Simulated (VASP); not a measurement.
# N (P2_13) in VASP: single point with PBE

Aim: the single point of N with PBE.

All numbers are computed with VASP 6.6.1; they aren't measurements. Logs are shortened: lines on timing, memory, paths and dates and some standing lists are left out, and cuts for length are marked.

## (1) The cell of the first run

Symmetry: P2_13, No. 198, cubic system. The conventional cell has a = 5.605 Å, b = 5.605 Å, c = 5.605 Å, α = 90.00°, β = 90.00°, γ = 90.00°. Within 5.0 Å of N (site symmetry 3) lie 12 N at 3.79 to 4.16 Å.

## (2) Single point, PBE

Contents of INCAR:

```
PREC = Accurate
ENCUT = 600
EDIFF = 1E-6
ISMEAR = 0
SIGMA = 0.01
LREAL = False
LASPH = True
NELM = 120
ALGO = Normal
ISIF = 2
LWAVE = False
LCHARG = True
GGA = PE
LELF = True
LVHAR = True
NBANDS = 18
GGA_COMPAT = False
```

Contents of KPOINTS:

```
regular mesh
0
Gamma
  2 2 2
```

Contents of POSCAR:

```
N
1.0
    5.6054090000      0.0000000000      0.0000000000
    0.0000000000      5.6054090000      0.0000000000
    0.0000000000      0.0000000000      5.6054090000
N
4
Direct
    0.4767900000      0.9767900000      0.5232100000
    0.9767900000      0.5232100000      0.4767900000
    0.0232100000      0.0232100000      0.0232100000
    0.5232100000      0.4767900000      0.9767900000
```

Potentials or basis: VASP PAW PBE potentials, release 64 (N).

The run is started by

```console
> cat potpaw_PBE.64/N/POTCAR > POTCAR
> mpirun -np 1 vasp_std > vasp.out
```

OUTCAR:

```text
PREC = Accurate
   ENCUT = 600
   EDIFF = 1E-6
   ISMEAR = 0
   LREAL = False
   LASPH = True
   NELM = 120
   ISIF = 2
   GGA = PE

 ion  position               nearest neighbor table
   1  0.477  0.977  0.523-
   2  0.977  0.523  0.477-
   3  0.023  0.023  0.023-
   4  0.523  0.477  0.977-

  LATTYP: Found a simple cubic cell.
 ALAT       =     5.6054090000

  Lattice vectors:

 A1 = (   5.6054090000,   0.0000000000,   0.0000000000)
 A2 = (   0.0000000000,   5.6054090000,   0.0000000000)
 A3 = (   0.0000000000,   0.0000000000,   5.6054090000)

Analysis of symmetry for initial positions (statically):
=====================================================================
 Subroutine PRICEL returns:
 Original cell was already a primitive cell.

 Routine SETGRP: Setting up the symmetry group for a
 simple cubic supercell.

 Subroutine GETGRP returns: Found 12 space group operations
 (whereof  3 operations were pure point group operations)
 out of a pool of 48 trial point group operations.

The static configuration has the point symmetry C_3 .
 The point group associated with its full space group is T   .

Analysis of symmetry for dynamics (positions and initial velocities):
=====================================================================
 Subroutine PRICEL returns:
 Original cell was already a primitive cell.

 Routine SETGRP: Setting up the symmetry group for a
 simple cubic supercell.

 Subroutine GETGRP returns: Found 12 space group operations
 (whereof  3 operations were pure point group operations)
 out of a pool of 48 trial point group operations.

The dynamic configuration has the point symmetry C_3 .
 The point group associated with its full space group is T   .

 Subroutine INISYM returns: Found 12 space group operations
 (whereof  3 operations are pure point group operations),
 and found     1 'primitive' translations

----------------------------------------------------------------------------------------

                                     Primitive cell

  volume of cell :     176.1254

  direct lattice vectors                    reciprocal lattice vectors
     5.605409000  0.000000000  0.000000000     0.178399114  0.000000000  0.000000000
     0.000000000  5.605409000  0.000000000     0.000000000  0.178399114  0.000000000
     0.000000000  0.000000000  5.605409000     0.000000000  0.000000000  0.178399114

  length of vectors
     5.605409000  5.605409000  5.605409000     0.178399114  0.178399114  0.178399114

  position of ions in fractional coordinates (direct lattice)
     0.476790000  0.976790000  0.523210000
     0.976790000  0.523210000  0.476790000
     0.023210000  0.023210000  0.023210000
     0.523210000  0.476790000  0.976790000

  ion indices of the primitive-cell ions
   primitive index   ion index
                 1           1
                 2           2
                 3           3
                 4           4

----------------------------------------------------------------------------------------

 KPOINTS: regular mesh

Automatic generation of k-mesh.
 Grid dimensions read from file:
 generate k-points for:    2    2    2

 Generating k-lattice:

  Cartesian coordinates                     Fractional coordinates (reciprocal lattice)
     0.089199557  0.000000000  0.000000000     0.500000000  0.000000000  0.000000000
     0.000000000  0.089199557  0.000000000     0.000000000  0.500000000  0.000000000
     0.000000000  0.000000000  0.089199557     0.000000000  0.000000000  0.500000000

  Length of vectors
     0.089199557  0.089199557  0.089199557

  Shift w.r.t. Gamma in fractional coordinates (k-lattice)
     0.000000000  0.000000000  0.000000000

 Subroutine IBZKPT returns following result:
 ===========================================

 Found      4 irreducible k-points:

 Following reciprocal coordinates:
            Coordinates               Weight
  0.000000  0.000000  0.000000      1.000000
  0.500000  0.000000  0.000000      3.000000
  0.500000  0.500000  0.000000      3.000000
  0.500000  0.500000  0.500000      1.000000
   k-points           NKPTS =      4   k-points in BZ     NKDIM =      4   number of bands    NBANDS=     18
   number of dos      NEDOS =    301   number of ions     NIONS =      4
   total plane-waves  NPLWV = 110592
   dimension x,y,z NGX =    48 NGY =   48 NGZ =   48
   dimension x,y,z NGXF=    96 NGYF=   96 NGZF=   96
   ions per type =               4
   NGX,Y,Z   is equivalent  to a cutoff of  14.24, 14.24, 14.24 a.u.
   NGXF,Y,Z  is equivalent  to a cutoff of  28.47, 28.47, 28.47 a.u.
 SYSTEM =  unknown system
   PREC   = accura    normal or accurate (medium, high low for compatibility)
   ISTART =      0    job   : 0-new  1-cont  2-samecut
   ICHARG =      2    charge: 1-file 2-atom 10-const
   ISPIN  =      1    spin polarized calculation?
   LNONCOLLINEAR =      F non collinear calculations
   LSORBIT =      F    spin-orbit coupling
   LASPH  =      T    aspherical Exc in radial PAW
   ENCUT  =  600.0 eV  44.10 Ry    6.64 a.u.  11.20 11.20 11.20*2*pi/ulx,y,z
   NELM   =    120;   NELMIN=  2; NELMDL= -5     # of ELM steps
   EDIFF  = 0.1E-05   stopping-criterion for ELM
   LREAL  =      F    real-space projection
   EDIFFG = 0.1E-04   stopping-criterion for IOM
   NSW    =      0    number of steps for IOM
   IBRION =     -1    ionic relax: 0-MD 1-quasi-New 2-CG
   NFREE  =      0    steps in history (QN), initial steepest desc. (CG)
   ISIF   =      2    stress and relaxation
   ISYM   =      2    0-nonsym 1-usesym 2-fastsym
   POTIM  = 0.5000    time-step for ionic-motion
   TEBEG  =    0.0;   TEEND  =   0.0 temperature during run
   PSTRESS=    0.0 pullay stress
   NELECT =      20.0000    total number of electrons
   NUPDOWN=      -1.0000    fix difference up-down
   EMIN   =  10.00;   EMAX   =-10.00  energy-range for DOS
   EFERMI =   0.00;   METHOD = LEGACY
   ISMEAR =     0;   SIGMA  =   0.01  broadening in eV -4-tet -1-fermi 0-gaus
   EFERMI_NEDOS =   21; number of points for ismear=-14 and -15
   IALGO  =     38    algorithm
   IMIX   =      4    mixing-type and parameters
     AMIX     =   0.40;   BMIX     =  1.00
     AMIX_MAG =   1.60;   BMIX_MAG =  1.00
  volume/ion in A,a.u.               =      44.03       297.14
  Fermi-wavevector in a.u.,A,eV,Ry     =   0.792764  1.498108  8.550929  0.628476
  Thomas-Fermi vector in A             =   1.898567
   LORBIT       =      0    0 simple, 1 ext, 2 COOP (PROOUT), +10 PAW based schemes
   GGA     = PE    functional components
   LHFCALC =     F    Hartree Fock is set to
   AEXX    =    0.0000 exact exchange contribution
   IVDW    =     0    specifies the selected vdW correction
   LEPSILON=     F    determine dielectric tensor
   LRPA    =     F    only Hartree local field effects (RPA)
 non-spin polarized calculation
 Gauss-broadening in eV      SIGMA  =   0.01
  energy-cutoff  :      600.00
  volume of cell :      176.13
 maximum number of plane-waves:      5910
 NGX is ok and might be reduce to    48
   NGX = 23   NGY = 23   NGZ = 23

 number of electron      20.0000000 magnetization

 Free energy of the ion-electron system (eV)
  ---------------------------------------------------
  ext. energy  EPLUGINS =         0.00000000
  ---------------------------------------------------
  free energy    TOTEN  =        -2.52560741 eV

  energy without entropy =       -2.51929810  energy(sigma->0) =       -2.52245275

 E-fermi :  -5.4361     XC(G=0):  -5.1502

 val. band max:       -5.4428021341   @ k =   0.0000   0.0000   0.0000
 cond. band min:      -5.4340370794   @ k =   0.5000   0.5000   0.0000
 fundamental gap:      0.0087650547
 Fermi energy:        -5.4361467107

 k-point     1 :       0.0000    0.0000    0.0000
  band No.  band energies     occupation
      1     -17.1770      2.00000
      2     -16.9751      2.00000
      3     -16.9751      2.00000
      4     -16.9751      2.00000
      5      -5.9118      2.00000
      6      -5.9118      2.00000
[... 10 lines left out ...]
     17       1.0332      0.00000
     18       4.7603      0.00000

 k-point     2 :       0.5000    0.0000    0.0000
  band No.  band energies     occupation
      1     -17.0807      2.00000
      2     -17.0807      2.00000
      3     -16.9701      2.00000
      4     -16.9701      2.00000
      5      -5.7212      2.00000
      6      -5.7212      2.00000
[... 10 lines left out ...]
     17       2.4690      0.00000
     18       2.4690      0.00000

 k-point     3 :       0.5000    0.5000    0.0000
  band No.  band energies     occupation
      1     -17.0453      2.00000
      2     -17.0453      2.00000
      3     -17.0040      2.00000
      4     -17.0040      2.00000
      5      -5.8105      2.00000
      6      -5.8105      2.00000
[... 10 lines left out ...]
     17       3.5749      0.00000
     18       3.5774      0.00000

 k-point     4 :       0.5000    0.5000    0.5000
  band No.  band energies     occupation
      1     -17.0234      2.00000
      2     -17.0234      2.00000
      3     -17.0234      2.00000
      4     -17.0234      2.00000
      5      -6.0018      2.00000
      6      -6.0018      2.00000
[... 10 lines left out ...]
     17       4.3668      0.00000
     18       4.3668      0.00000

------------------------ aborting loop because EDIFF is reached ----------------------------------------

  FORCE on cell =-STRESS in cart. coord.  units (eV):
  Direction    XX          YY          ZZ          XY          YZ          ZX
  --------------------------------------------------------------------------------------
  -------------------------------------------------------------------------------------
  Total       -4.5176149     -4.5176149     -4.5176149      0.0000000      0.0000000      0.0000000
  in kB      -41.0958408    -41.0958408    -41.0958408      0.0000000      0.0000000      0.0000000
  external PRESSURE =     -41.0958408 kB  Pullay stress =       0.0000000 kB

 VOLUME and BASIS-vectors are now :
 -----------------------------------------------------------------------------
  energy-cutoff  :      600.00
  volume of cell :      176.13
      direct lattice vectors                 reciprocal lattice vectors
     5.605409000  0.000000000  0.000000000     0.178399114  0.000000000  0.000000000
     0.000000000  5.605409000  0.000000000     0.000000000  0.178399114  0.000000000
     0.000000000  0.000000000  5.605409000     0.000000000  0.000000000  0.178399114

 POSITION                                       TOTAL-FORCE (eV/Angst)
 -----------------------------------------------------------------------------------
      2.67260      5.47531      2.93281        -0.211442     -0.211442      0.211442
      5.47531      2.93281      2.67260        -0.211442      0.211442     -0.211442
      0.13010      0.13010      0.13010         0.211442      0.211442      0.211442
      2.93281      2.67260      5.47531         0.211442     -0.211442     -0.211442
 -----------------------------------------------------------------------------------
    total drift:                                0.000000      0.000000      0.000000

  FREE ENERGIE OF THE ION-ELECTRON SYSTEM (eV)
  ---------------------------------------------------
  free  energy   TOTEN  =        -2.5256074058 eV

  energy  without entropy=       -2.5192980995  energy(sigma->0) =       -2.52245275
```

Run time: 13 s. Hardware: 1 thread of AMD EPYC 9R45 (Zen 5), shared host; peak memory 0.27 GiB.

What came out:

```
Free energy            : -2.5256 eV
Pressure               : -4.1 GPa
Largest force          : 0.366 eV/Å
Band gap on the k mesh : zero (bands 10 and 11 overlap by 0.17 eV)
```

Forces in eV/Å, atoms in the order of the input:
```
N   -0.211 -0.211  0.211
N   -0.211  0.211 -0.211
N    0.211  0.211  0.211
N    0.211 -0.211 -0.211
```

Levels at points of the mesh, in eV from the Fermi level:
```tsv
k point	band 6	band 7	band 8	band 9	band 10	band 11	band 12	band 13	band 14	band 15
(0.00, 0.00, 0.00)	-0.48	-0.48	-0.01	-0.01	-0.01	0.01	0.01	0.05	0.26	0.26
(0.50, 0.00, 0.00)	-0.29	-0.25	-0.25	-0.16	-0.16	0.01	0.01	0.14	0.14	0.15
(0.50, 0.50, 0.00)	-0.37	-0.32	-0.32	-0.12	-0.12	0.00	0.00	0.18	0.18	0.21
(0.50, 0.50, 0.50)	-0.57	-0.57	-0.57	0.17	0.17	0.17	0.17	0.18	0.18	0.18
```

Caveat: the k points lie up to 0.56 Å⁻¹ apart.
